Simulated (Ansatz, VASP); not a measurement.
MgS: VASP beside Ansatz

```xyz
2
Lattice="0.0000 2.7057 2.8098 2.7057 0.0000 2.8098 2.7057 2.7057 0.0000" Properties=species:S:1:pos:R:3 pbc="T T T"
Mg    0.0000    0.0000    0.0000
S     2.7057    2.7057    2.8098
```

Change from the starting cell: strain +0.040 along x and y, +0.080 along z, atoms carried along.

Alike in both runs: task single point; functional r2SCAN; k mesh 8 × 8 × 8; occupations gaussian, width 0.05 eV; no spin polarisation.

|  | VASP | Ansatz |
| --- | --- | --- |
| version | VASP 6.6.1 | Ansatz 0.2.0 |
| potentials or method | VASP PAW PBE potentials, release 64 (Mg, S), cutoff 520 eV | scalar-relativistic, plane waves, PAW |
| valence electrons in the cell | 8 | 16 |

|  | VASP | Ansatz | Ansatz less VASP |
| --- | --- | --- | --- |
| gap on the k mesh at the Fermi level (eV) | 2.94 | 2.97 | +0.036 |
| least direct gap on the mesh (eV) | 3.33 | 3.36 | +0.029 |
| pressure (GPa) | -9.3 | -8.9 | +0.35 |
| traceless stress, the component that is largest in VASP (GPa) | -0.74 | -0.78 | -0.044 |

VASP's potentials were made for PBE, not for r2SCAN. With one functional, cell and mesh, what is left measures potentials, basis and numerics. VASP's potentials hold 8 valence electrons a cell and Ansatz's 16, so a difference there can come from the potentials and not from the codes.
